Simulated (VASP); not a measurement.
# Y2Ge3 (P-6m2) in VASP: a series of runs, part 2 of 2

VASP 6.6.1.

## (5) Single point, r2SCAN+D4

This run uses another cell than the first one, of 23.33 Å³/atom.

The input, POSCAR:

```
Y2Ge3
1.0
    4.3528590943      0.0000000000      0.0000000000
   -2.1764295472      3.7696865548      0.0000000000
    0.0000000000      0.0000000000      7.1086833324
Y Ge
2 3
Direct
    0.0000000000      0.0000000000      0.2690237510
    0.0000000000      0.0000000000      0.7309762490
    0.6666666667      0.3333333333      0.0000000000
    0.6666666667      0.3333333333      0.5000000000
    0.3333333333      0.6666666667      0.0000000000
```

The input, INCAR.step1:

```
  PREC = Accurate
  ENCUT = 520
  ISMEAR = -1
  SIGMA = 0.05
  LREAL = F
  LASPH = T
  NELM = 100
  NBANDS = 40
  GGA = PE
  ALGO = Normal
  EDIFF = 1E-4
  LWAVE = T
  LCHARG = F
```

The input, INCAR.step2:

```
  PREC = Accurate
  ENCUT = 520
  EDIFF = 1E-7
  ISMEAR = -1
  SIGMA = 0.05
  LREAL = F
  LASPH = T
  NELM = 100
  ALGO = Normal
  ISIF = 2
  LWAVE = F
  LCHARG = F
  METAGGA = R2SCAN
  LMIXTAU = T
  IVDW = 13
  VDW_S6 = 1.0
  VDW_S8 = 0.6018749
  VDW_A1 = 0.51559235
  VDW_A2 = 5.77342911
  NBANDS = 40
  ISTART = 1
```

The input, KPOINTS:

```
regular mesh
0
Gamma
  7 7 4
```

Command:

```bash
$ cat potpaw_PBE.64/Y_sv/POTCAR potpaw_PBE.64/Ge_d/POTCAR > POTCAR
$ cp INCAR.step1 INCAR
$ mpirun -np 1 vasp_std > vasp.out
$ cp INCAR.step2 INCAR
$ mpirun -np 1 vasp_std > vasp.out
```

Run time: 4.8 min. Hardware: 1 thread of Intel Xeon 6975P-C (Granite Rapids), shared host; peak memory 0.28 GiB.

The run converged. Its results:

```
Free energy                : -85.5445 eV
Pressure                   : 0.0 GPa
Largest force              : 0.005 eV/Å
Band gap on the k mesh     : zero (bands 32 and 33 overlap by 1.48 eV)
Dispersion energy per atom : -0.104 eV
```

Forces on the atoms (eV/Å):
```
Y    0.000  0.000 -0.005
Y    0.000  0.000  0.005
Ge   0.000  0.000  0.000
Ge   0.000  0.000  0.000
Ge   0.000  0.000  0.000
```

Levels at points of the mesh, in eV from the Fermi level:
```
           k point  band 30  band 31  band 32  band 33  band 34  band 35
(0.00, 0.00, 0.00)    -0.58    -0.58     0.02     0.77     0.77     0.99
(0.00, 0.00, 0.50)    -1.77    -0.51    -0.51     0.13     0.13     1.88
```

Caveat: the PAW data sets were made with another functional, which shifts forces and pressure a little.

## (6) Single point, r2SCAN

This run uses another cell than the first one, of 23.56 Å³/atom.

The input, POSCAR:

```
Y2Ge3
1.0
    4.3669352030      0.0000000000      0.0000000000
   -2.1834676015      3.7818768225      0.0000000000
    0.0000000000      0.0000000000      7.1326648626
Y Ge
2 3
Direct
    0.0000000000      0.0000000000      0.2690087418
    0.0000000000      0.0000000000      0.7309912582
    0.6666666667      0.3333333333      0.0000000000
    0.6666666667      0.3333333333      0.5000000000
    0.3333333333      0.6666666667      0.0000000000
```

The input, INCAR.step1:

```
SYSTEM = Y2Ge3
PREC = Accurate ; ENCUT = 520
ISMEAR = -1 ; SIGMA = 0.05
LREAL = .False. ; LASPH = .True.
NELM = 100 ; NBANDS = 40
GGA = PE ; ALGO = Normal
EDIFF = 1E-4 ; LWAVE = .True.
LCHARG = .False.
```

The input, INCAR.step2:

```
SYSTEM = Y2Ge3
PREC = Accurate ; ENCUT = 520
EDIFF = 1E-6 ; ISMEAR = -1
SIGMA = 0.05 ; LREAL = .False.
LASPH = .True. ; NELM = 100
ALGO = Normal ; ISIF = 2
LWAVE = .False. ; LCHARG = .True.
METAGGA = R2SCAN ; LMIXTAU = .True.
LELF = .True. ; LVHAR = .True.
NBANDS = 40 ; ISTART = 1
```

The input, KPOINTS:

```
Automatic mesh
0
Gamma
  7 7 4
  0 0 0
```

Potentials or basis: VASP PAW PBE potentials, release 64 (Y_sv, Ge_d).

Command:

```bash
$ cat potpaw_PBE.64/Y_sv/POTCAR potpaw_PBE.64/Ge_d/POTCAR > POTCAR
$ cp INCAR.step1 INCAR
$ mpirun -np 1 vasp_std > vasp.out
$ cp INCAR.step2 INCAR
$ mpirun -np 1 vasp_std > vasp.out
```

OUTCAR:

```text
SYSTEM = Y2Ge3
   PREC = Accurate
   ENCUT = 520
   EDIFF = 1E-6
   ISMEAR = -1
   LREAL = .False.
   LASPH = .True.
   NELM = 100
   ISIF = 2
   METAGGA = R2SCAN
   ISTART = 1

 ion  position               nearest neighbor table
   1  0.000  0.000  0.269-   4 3.01   4 3.01   4 3.01   5 3.17   3 3.17   3 3.17   5 3.17   5 3.17
                             3 3.17   2 3.30   2 3.84
   2  0.000  0.000  0.731-   4 3.01   4 3.01   4 3.01   5 3.17   3 3.17   3 3.17   5 3.17   5 3.17
                             3 3.17   1 3.30   1 3.84
[... 1238 lines left out ...]
  -------------------------------------------------------------------------------------
  Total       -0.0470394     -0.0470394     -0.0243241      0.0000000      0.0000000      0.0000000
  in kB       -0.6397889     -0.6397889     -0.3308351      0.0000000      0.0000000      0.0000000
  external PRESSURE =      -0.5368043 kB  Pullay stress =       0.0000000 kB

 VOLUME and BASIS-vectors are now :
 -----------------------------------------------------------------------------
  energy-cutoff  :      520.00
  volume of cell :      117.80
      direct lattice vectors                 reciprocal lattice vectors
     4.366935203  0.000000000  0.000000000     0.228993551  0.132209488  0.000000000
    -2.183467601  3.781876823  0.000000000     0.000000000  0.264418977  0.000000000
     0.000000000  0.000000000  7.132664863     0.000000000  0.000000000  0.140200054

 POSITION                                       TOTAL-FORCE (eV/Angst)
 -----------------------------------------------------------------------------------
      0.00000      0.00000      1.91875        -0.000000      0.000000     -0.000296
      0.00000      0.00000      5.21392        -0.000000      0.000000      0.000296
      2.18347      1.26063      0.00000        -0.000000      0.000000     -0.000000
      2.18347      1.26063      3.56633        -0.000000     -0.000000     -0.000000
     -0.00000      2.52125      0.00000         0.000000      0.000000     -0.000000
 -----------------------------------------------------------------------------------
    total drift:                               -0.000006      0.000003     -0.000000

  FREE ENERGIE OF THE ION-ELECTRON SYSTEM (eV)
  ---------------------------------------------------
  free  energy   TOTEN  =       -85.0274848079 eV

  energy  without entropy=      -85.0138095882  energy(sigma->0) =      -85.02064720
```

OUTCAR.step1:

```text
SYSTEM = Y2Ge3
   PREC = Accurate
   ENCUT = 520
   ISMEAR = -1
   LREAL = .False.
   LASPH = .True.
[... 1265 lines left out ...]
      2.18347      1.26063      0.00000        -0.000000     -0.000000     -0.000000
      2.18347      1.26063      3.56633         0.000000      0.000000     -0.000000
     -0.00000      2.52125      0.00000         0.000000      0.000000     -0.000000
 -----------------------------------------------------------------------------------
    total drift:                                0.000001     -0.000000     -0.000000

  FREE ENERGIE OF THE ION-ELECTRON SYSTEM (eV)
  ---------------------------------------------------
  free  energy   TOTEN  =       -28.9793571745 eV

  energy  without entropy=      -28.9642346956  energy(sigma->0) =      -28.97179594
```

It took 3.9 min on 1 thread of Intel Xeon 6975P-C (Granite Rapids), shared host; peak memory 0.31 GiB.

Results:

```
Free energy            : -85.0275 eV
Pressure               : -0.1 GPa
Band gap on the k mesh : zero (bands 32 and 33 overlap by 1.47 eV)
```

Caveat: the PAW data sets were made with another functional, which shifts forces and pressure a little.

## (7) Overview

```csv
level,cell,gap on the mesh (eV),pressure (GPa)
r2SCAN+D3(BJ),"a = 4.340, b = 4.340, c = 7.094 Å, angles 90.0, 90.0, 120.0°, 5 atoms, atomic positions A",none,0.0
r2SCAN+D3(BJ),"a = 4.349, b = 4.349, c = 7.100 Å, angles 90.0, 90.0, 120.0°, 5 atoms, atomic positions A",none,-0.4
r2SCAN+rVV10,"a = 4.352, b = 4.352, c = 7.097 Å, angles 90.0, 90.0, 120.0°, 5 atoms, atomic positions B",none,0.0
r2SCAN+D4,"a = 4.353, b = 4.353, c = 7.109 Å, angles 90.0, 90.0, 120.0°, 5 atoms, atomic positions A",none,0.0
r2SCAN,"a = 4.367, b = 4.367, c = 7.133 Å, angles 90.0, 90.0, 120.0°, 5 atoms, atomic positions A",none,-0.1
```

Alike in all rows: task single point; potentials or basis VASP PAW PBE potentials, release 64 (Y_sv, Ge_d); no spin polarisation; k mesh 7 × 7 × 4; cutoff (eV) 520; smearing fermi-dirac 0.05 eV.

Caveats: the PAW data sets were made with another functional, which shifts forces and pressure a little; three body term missing (at least some runs).

Absolute energies hang on the potentials; compare differences alone.
